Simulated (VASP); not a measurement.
A run of VASP 6.6.1 is set up as follows.

The input INCAR:

```
SYSTEM = H
ALGO = Normal
EDIFF = 1E-6
ENCUT = 400
GGA = PE
GGA_COMPAT = .FALSE.
ISIF = 2
ISMEAR = -1
IVDW = 12
LASPH = .TRUE.
LCHARG = .FALSE.
LREAL = .FALSE.
LWAVE = .FALSE.
NBANDS = 22
NELM = 120
PREC = Accurate
SIGMA = 0.05
```

The input KPOINTS:

```
k-points
0
G
  1 1 1
  0 0 0
```

Contents of POSCAR:

```
H
1.0
    6.2144650000      0.0000000000      0.0000000000
    0.0000000000      6.2144650000      0.0000000000
    0.0000000000      0.0000000000      6.2144650000
H
16
Direct
    0.5903645768      0.9647652694      0.3417349683
    0.6367402504      0.9587792352      0.2379770423
    0.9541287947      0.6321702673      0.3206068423
    0.9116311702      0.5213642687      0.3444866131
    0.6208579500      0.4047331508      1.0418756884
    0.5647308336      0.3331903873      1.1194527606
    0.0631269144      0.2566592619      0.0283371135
    0.1386603674      0.2258762420     -0.0575270759
    0.3215723316      0.1802085940      0.2951179225
    0.2897594564      0.1359087226      0.4109283744
    0.1214907478      0.8610234348     -0.0402126329
    0.1273480501      0.8364356385     -0.1562483657
   -0.0811011085      1.0315449520      0.6046377283
   -0.0392471436      1.1447003081      0.5816912638
    0.4279853535      0.4724783228      0.6691485108
    0.3816579545      0.5268192837      0.5814981660
```

Potentials or basis: VASP PAW PBE potentials, release 64 (H).

Command:

```console
$ cat potpaw_PBE.64/H/POTCAR > POTCAR
$ mpirun -np 1 vasp_gam > vasp.out
```

Q: What does it give for the band gap on the k mesh?

A: 9.31 eV.

Q: What does it give for the dispersion energy per atom?

A: -0.015 eV.

Q: What does it give for the pressure?

A: 0.3 GPa.

Stress tensor (GPa, compression positive):
```
 0.23 -0.55  0.11
-0.55 -0.02  0.11
 0.11  0.11  0.62
```

Caveat: the k points lie up to 1.01 Å⁻¹ apart.
